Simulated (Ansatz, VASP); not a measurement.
Two plane-wave programs on TiAl3

```
CELL_PARAMETERS angstrom
-1.92267 1.92267 4.31140
1.92267 -1.92267 4.31140
1.92267 1.92267 -4.31140
ATOMIC_POSITIONS crystal
Ti 0.99601 0.99601 0.99202
Al 0.49604 0.49604 0.99208
Al 0.75552 0.25552 0.51103
Al 0.25552 0.75552 0.51103
```

Change from the starting cell: mode 5 (219.8 1/cm) frozen in, largest displacement +0.030 Å.

Alike in both runs: task single point; functional PBE; k mesh 18 × 18 × 18; occupations gaussian, width 0.15 eV; no spin polarisation.

|  | VASP | Ansatz |
| --- | --- | --- |
| version | VASP 6.6.1 | Ansatz 0.2.0 |
| potentials or method | VASP PAW PBE potentials, release 64 (Ti_sv, Al), cutoff 520 eV | scalar-relativistic, plane waves, PAW |
| valence electrons in the cell | 21 | 21 |

```csv
,VASP,Ansatz,Ansatz less VASP
gap on the k mesh at the Fermi level (eV),none,none,-
pressure (GPa),0.0,0.1,+0.02
rms of the force components (eV/Å),0.085,0.084,-0.0001
```

Atom by atom the forces differ by 0.000 eV/Å (rms over components). A gap of «none» marks a metal or a gap that the smearing closes. The functional is the same, so the differences come from potentials, cutoffs and numerics.
